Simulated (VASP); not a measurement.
# CdS (I-4m2) in VASP: a series of runs

The runs below take CdS through single point, with PBEsol.

Everything below comes from runs of VASP 6.6.1. Logs are shortened: lines on timing, memory, paths and dates and some standing lists are left out, and cuts for length are marked.

### Step 1. The cell of the first run

The structure is tetragonal, space group I-4m2 (No. 119). Conventional cell: a = 4.162 Å, b = 4.162 Å, c = 5.945 Å, α = 90.00°, β = 90.00°, γ = 90.00°. Within 3.4 Å of Cd (site symmetry -4m2) lie 4 S at 2.56 Å. S (site symmetry -4m2) has 4 Cd at 2.56 Å within 3.4 Å.

### Step 2. Single point, PBEsol (zz strain of +1 %)

Input file INCAR:

```
SYSTEM = CdS
ALGO = Normal ; EDIFF = 1E-6
ENCUT = 520 ; GGA = PS
ISIF = 2 ; ISMEAR = -1
LASPH = .TRUE. ; LCHARG = .TRUE.
LELF = .TRUE. ; LREAL = .FALSE.
LVHAR = .TRUE. ; LWAVE = .FALSE.
NBANDS = 16 ; NELM = 80
PREC = Accurate ; SIGMA = 0.02
```

Input file KPOINTS:

```
k-points
0
G
  7 7 7
  0 0 0
```

Input file POSCAR:

```
CdS
1.0
    0.0000000000      2.9429534649      2.9723829996
    2.9429534649      0.0000000000      2.9723829996
    2.9429534649      2.9429534649      0.0000000000
Cd S
1 1
Direct
    0.0000000000      0.0000000000      0.0000000000
    0.7500000000      0.7500000000      0.7500000000
```

Potentials or basis: VASP PAW PBE potentials, release 64 (Cd, S).

Started as:

```console
> cat potpaw_PBE.64/Cd/POTCAR potpaw_PBE.64/S/POTCAR > POTCAR
> mpirun -np 1 vasp_std > vasp.out
```

OUTCAR:

```text
SYSTEM = CdS
   EDIFF = 1E-6
   ENCUT = 520
   GGA = PS
   ISIF = 2
   ISMEAR = -1
   LASPH = .TRUE.
   LREAL = .FALSE.
   NELM = 80
   PREC = Accurate

 ion  position               nearest neighbor table
   1  0.000  0.000  0.000-   2 2.56   2 2.56   2 2.56   2 2.56
   2  0.750  0.750  0.750-   1 2.56   1 2.56   1 2.56   1 2.56

  LATTYP: Found a body centered tetragonal cell.
 ALAT       =     4.1619647035
 C/A-ratio  =     1.4283556980

  Lattice vectors:

 A1 = (  -2.9429534649,   0.0000000000,   2.9723829996)
 A2 = (   2.9429534649,   0.0000000000,   2.9723829996)
 A3 = (   0.0000000000,   2.9429534649,  -2.9723829996)

Analysis of symmetry for initial positions (statically):
=====================================================================
 Subroutine PRICEL returns:
 Original cell was already a primitive cell.

 Routine SETGRP: Setting up the symmetry group for a
 body centered tetragonal supercell.

 Subroutine GETGRP returns: Found  8 space group operations
 (whereof  8 operations were pure point group operations)
 out of a pool of 16 trial point group operations.

The static configuration has the point symmetry D_2d.

Analysis of symmetry for dynamics (positions and initial velocities):
=====================================================================
 Subroutine PRICEL returns:
 Original cell was already a primitive cell.

 Routine SETGRP: Setting up the symmetry group for a
 body centered tetragonal supercell.

 Subroutine GETGRP returns: Found  8 space group operations
 (whereof  8 operations were pure point group operations)
 out of a pool of 16 trial point group operations.

The dynamic configuration has the point symmetry D_2d.

 Subroutine INISYM returns: Found  8 space group operations
 (whereof  8 operations are pure point group operations),
 and found     1 'primitive' translations

----------------------------------------------------------------------------------------

                                     Primitive cell

  volume of cell :      51.4875

  direct lattice vectors                    reciprocal lattice vectors
     0.000000000  2.942953465  2.972383000    -0.169897352  0.169897352  0.168215200
     2.942953465  0.000000000  2.972383000     0.169897352 -0.169897352  0.168215200
     2.942953465  2.942953465  0.000000000     0.169897352  0.169897352 -0.168215200

  length of vectors
     4.182826292  4.182826292  4.161964703     0.293302870  0.293302870  0.293302870

  position of ions in fractional coordinates (direct lattice)
     0.000000000  0.000000000  0.000000000
     0.750000000  0.750000000  0.750000000

  ion indices of the primitive-cell ions
   primitive index   ion index
                 1           1
                 2           2

----------------------------------------------------------------------------------------

 KPOINTS: k-points

Automatic generation of k-mesh.
 Grid dimensions read from file:
 generate k-points for:    7    7    7

 Generating k-lattice:

  Cartesian coordinates                     Fractional coordinates (reciprocal lattice)
    -0.024271050  0.024271050  0.024030743     0.142857143  0.000000000  0.000000000
     0.024271050 -0.024271050  0.024030743     0.000000000  0.142857143  0.000000000
     0.024271050  0.024271050 -0.024030743     0.000000000  0.000000000  0.142857143

  Length of vectors
     0.041900410  0.041900410  0.041900410

  Shift w.r.t. Gamma in fractional coordinates (k-lattice)
     0.000000000  0.000000000  0.000000000

 Subroutine IBZKPT returns following result:
 ===========================================

 Found     40 irreducible k-points:

 Following reciprocal coordinates:
            Coordinates               Weight
  0.000000  0.000000  0.000000      1.000000
  0.142857 -0.000000  0.000000      8.000000
  0.285714  0.000000  0.000000      8.000000
  0.428571  0.000000  0.000000      8.000000
  0.142857  0.142857  0.000000      2.000000
  0.285714  0.142857  0.000000      8.000000
[... 16 lines left out ...]
  0.428571  0.285714  0.142857      8.000000
 -0.428571  0.285714  0.142857     16.000000
 [... further k-points ...]
   k-points           NKPTS =     40   k-points in BZ     NKDIM =     40   number of bands    NBANDS=     16
   number of dos      NEDOS =    301   number of ions     NIONS =      2
   total plane-waves  NPLWV =  32768
   dimension x,y,z NGX =    32 NGY =   32 NGZ =   32
   dimension x,y,z NGXF=    64 NGYF=   64 NGZF=   64
   ions per type =               1   1
   NGX,Y,Z   is equivalent  to a cutoff of  12.72, 12.72, 12.78 a.u.
   NGXF,Y,Z  is equivalent  to a cutoff of  25.44, 25.44, 25.56 a.u.
 SYSTEM =  CdS
   PREC   = accura    normal or accurate (medium, high low for compatibility)
   ISTART =      0    job   : 0-new  1-cont  2-samecut
   ICHARG =      2    charge: 1-file 2-atom 10-const
   ISPIN  =      1    spin polarized calculation?
   LNONCOLLINEAR =      F non collinear calculations
   LSORBIT =      F    spin-orbit coupling
   LASPH  =      T    aspherical Exc in radial PAW
   ENCUT  =  520.0 eV  38.22 Ry    6.18 a.u.   7.78  7.78  7.74*2*pi/ulx,y,z
   NELM   =     80;   NELMIN=  2; NELMDL= -5     # of ELM steps
   EDIFF  = 0.1E-05   stopping-criterion for ELM
   LREAL  =      F    real-space projection
   EDIFFG = 0.1E-04   stopping-criterion for IOM
   NSW    =      0    number of steps for IOM
   IBRION =     -1    ionic relax: 0-MD 1-quasi-New 2-CG
   NFREE  =      0    steps in history (QN), initial steepest desc. (CG)
   ISIF   =      2    stress and relaxation
   ISYM   =      2    0-nonsym 1-usesym 2-fastsym
   POTIM  = 0.5000    time-step for ionic-motion
   TEBEG  =    0.0;   TEEND  =   0.0 temperature during run
   PSTRESS=    0.0 pullay stress
   NELECT =      18.0000    total number of electrons
   NUPDOWN=      -1.0000    fix difference up-down
   EMIN   =  10.00;   EMAX   =-10.00  energy-range for DOS
   EFERMI =   0.00;   METHOD = LEGACY
   ISMEAR =    -1;   SIGMA  =   0.02  broadening in eV -4-tet -1-fermi 0-gaus
   EFERMI_NEDOS =   21; number of points for ismear=-14 and -15
   IALGO  =     38    algorithm
   IMIX   =      4    mixing-type and parameters
     AMIX     =   0.40;   BMIX     =  1.00
     AMIX_MAG =   1.60;   BMIX_MAG =  1.00
  volume/ion in A,a.u.               =      25.74       173.73
  Fermi-wavevector in a.u.,A,eV,Ry     =   1.153272  2.179368 18.096248  1.330037
  Thomas-Fermi vector in A             =   2.289917
   LORBIT       =      0    0 simple, 1 ext, 2 COOP (PROOUT), +10 PAW based schemes
   GGA     = PS    functional components
   LHFCALC =     F    Hartree Fock is set to
   AEXX    =    0.0000 exact exchange contribution
   IVDW    =     0    specifies the selected vdW correction
   LEPSILON=     F    determine dielectric tensor
   LRPA    =     F    only Hartree local field effects (RPA)
 non-spin polarized calculation
  energy-cutoff  :      520.00
  volume of cell :       51.49
 maximum number of plane-waves:      1399
   NGX = 15   NGY = 15   NGZ = 15

 number of electron      18.0000003 magnetization

 Free energy of the ion-electron system (eV)
  ---------------------------------------------------
  ext. energy  EPLUGINS =         0.00000000
  ---------------------------------------------------
  free energy    TOTEN  =        -6.80167269 eV

  energy without entropy =       -6.80167269  energy(sigma->0) =       -6.80167269

 E-fermi :   1.2855     XC(G=0):  -9.2051

 val. band max:        0.9116432473   @ k =   0.0000   0.0000   0.0000
 cond. band min:       1.8313663395   @ k =   0.0000   0.0000   0.0000
 fundamental gap:      0.9197230922
 Fermi energy:         1.2854961948

 k-point     1 :       0.0000    0.0000    0.0000
  band No.  band energies     occupation
      1     -11.2596      2.00000
      2      -6.7010      2.00000
      3      -6.6952      2.00000
      4      -6.6952      2.00000
      5      -6.2603      2.00000
      6      -6.2566      2.00000
[... 8 lines left out ...]
     15      12.2198      0.00000
     16      12.3562      0.00000

 k-point     2 :       0.1429   -0.0000    0.0000
  band No.  band energies     occupation
      1     -11.1840      2.00000
      2      -6.6729      2.00000
      3      -6.6688      2.00000
      4      -6.6292      2.00000
      5      -6.2607      2.00000
      6      -6.2581      2.00000
[... 8 lines left out ...]
     15      11.6239      0.00000
     16      12.5204      0.00000

 k-point     3 :       0.2857    0.0000    0.0000
  band No.  band energies     occupation
      1     -11.0128      2.00000
      2      -6.6221      2.00000
      3      -6.6172      2.00000
      4      -6.3840      2.00000
      5      -6.2507      2.00000
      6      -6.2502      2.00000
[... 8 lines left out ...]
     15      11.5702      0.00000
     16      11.7703      0.00000

 k-point     4 :       0.4286    0.0000    0.0000
  band No.  band energies     occupation
      1     -10.8758      2.00000
      2      -6.5930      2.00000
      3      -6.5870      2.00000
      4      -6.2305      2.00000
      5      -6.2272      2.00000
      6      -5.9976      2.00000
[... 8 lines left out ...]
     15      12.8083      0.00000
     16      12.8464      0.00000
[... 324 lines left out ...]
 k-point    22 :      -0.1429    0.0000    0.1429
  band No.  band energies     occupation
      1     -11.0770      2.00000
      2      -6.6411      2.00000
      3      -6.6168      2.00000
      4      -6.5170      2.00000
      5      -6.2746      2.00000
      6      -6.2386      2.00000
[... 8 lines left out ...]
     15      11.7666      0.00000
     16      13.7354      0.00000

 k-point    23 :       0.4286    0.2857    0.1429
  band No.  band energies     occupation
      1     -10.8960      2.00000
      2      -6.5566      2.00000
      3      -6.5378      2.00000
      4      -6.3640      2.00000
      5      -6.2316      2.00000
      6      -6.1400      2.00000
[... 8 lines left out ...]
     15      13.2655      0.00000
     16      14.5653      0.00000

 k-point    24 :      -0.4286    0.2857    0.1429
  band No.  band energies     occupation
      1     -10.7960      2.00000
      2      -6.5359      2.00000
      3      -6.5028      2.00000
      4      -6.3010      2.00000
      5      -6.2327      2.00000
      6      -5.8477      2.00000
[... 8 lines left out ...]
     15      12.9590      0.00000
     16      14.1423      0.00000

 [... further k-points ...]

------------------------ aborting loop because EDIFF is reached ----------------------------------------

  FORCE on cell =-STRESS in cart. coord.  units (eV):
  Direction    XX          YY          ZZ          XY          YZ          ZX
  --------------------------------------------------------------------------------------
  -------------------------------------------------------------------------------------
  Total       -0.6144060     -0.6144060     -0.6850346      0.0000000     -0.0000000      0.0000000
  in kB      -19.1189687    -19.1189687    -21.3167768      0.0000000     -0.0000000      0.0000000
  external PRESSURE =     -19.8515714 kB  Pullay stress =       0.0000000 kB

 VOLUME and BASIS-vectors are now :
 -----------------------------------------------------------------------------
  energy-cutoff  :      520.00
  volume of cell :       51.49
      direct lattice vectors                 reciprocal lattice vectors
     0.000000000  2.942953465  2.972383000    -0.169897352  0.169897352  0.168215200
     2.942953465  0.000000000  2.972383000     0.169897352 -0.169897352  0.168215200
     2.942953465  2.942953465  0.000000000     0.169897352  0.169897352 -0.168215200

 POSITION                                       TOTAL-FORCE (eV/Angst)
 -----------------------------------------------------------------------------------
      0.00000      0.00000      0.00000         0.000000      0.000000     -0.000000
      4.41443      4.41443      4.45857        -0.000000     -0.000000      0.000000
 -----------------------------------------------------------------------------------
    total drift:                                0.000000      0.000000      0.000000

  FREE ENERGIE OF THE ION-ELECTRON SYSTEM (eV)
  ---------------------------------------------------
  free  energy   TOTEN  =        -6.8016726895 eV

  energy  without entropy=       -6.8016726895  energy(sigma->0) =       -6.80167269
```

Run time: 22 s. Hardware: 1 thread of Intel Xeon 6975P-C (Granite Rapids), shared host; peak memory 0.19 GiB.

What came out:

- Free energy: -6.8017 eV
- Pressure: -2.0 GPa
- Band gap on the k mesh: 0.92 eV, direct

Caveat: the cell differs from its parent crystal (zz strain of +1 %); the PAW data sets were made with another functional, which shifts forces and pressure a little.

(Continued in part 2 of 2.)
